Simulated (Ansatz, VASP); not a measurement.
One calculation of KF, two programs

INCAR

```
PREC = Accurate
ENCUT = 520
EDIFF = 1E-6
ISMEAR = 0
SIGMA = 0.05
LREAL = False
LASPH = True
NELM = 100
ALGO = Normal
ISIF = 2
LWAVE = False
LCHARG = False
GGA = PE
NBANDS = 15
```

Contents of KPOINTS:

```
Automatic mesh
0
Gamma
  8 8 8
```

File POSCAR:

```
KF
1.0
    0.1195429562      2.8282202110      2.8282202110
    2.8282202110      0.1195429562      2.8282202110
    2.8282202110      2.8282202110      0.1195429562
K F
1 1
Direct
    0.0000000000      0.0000000000      0.0000000000
    0.5000000000      0.5000000000      0.5000000000
```

Input for Ansatz:

```yaml
crystal:
  lattice:
    - [0.1195429562, 2.828220211, 2.828220211]
    - [2.828220211, 0.1195429562, 2.828220211]
    - [2.828220211, 2.828220211, 0.1195429562]
  atoms:
    - { symbol: K, position: [0.0, 0.0, 0.0] }
    - { symbol: F, position: [0.5, 0.5, 0.5] }
basis:
  ecutwfc: 520.0
kpoints:
  mp_grid: { grid: [8, 8, 8] }
hamiltonian:
  xc: pbe
scf:
  occupations: { method: gaussian, width: 0.05 }
output:
  forces: true
  stress: true
  eigenvalues: true
```

Alike in both runs: task single point; functional PBE; k mesh 8 × 8 × 8; occupations gaussian, width 0.05 eV; no spin polarisation.

```csv
,VASP,Ansatz
version,VASP 6.6.1,Ansatz 0.2.0
potentials or method,"VASP PAW PBE potentials, release 64 (K_sv, F), cutoff 520 eV","scalar-relativistic, plane waves, PAW"
valence electrons in the cell,16,16
```

|  | VASP | Ansatz | Ansatz less VASP |
| --- | --- | --- | --- |
| gap on the k mesh at the Fermi level (eV) | 5.60 | 5.62 | +0.014 |
| least direct gap on the mesh (eV) | 5.60 | 5.62 | +0.014 |
| pressure (GPa) | -1.6 | -1.6 | +0.03 |
| traceless stress, the component that is largest in VASP (GPa) | -0.67 | -0.67 | -0.005 |
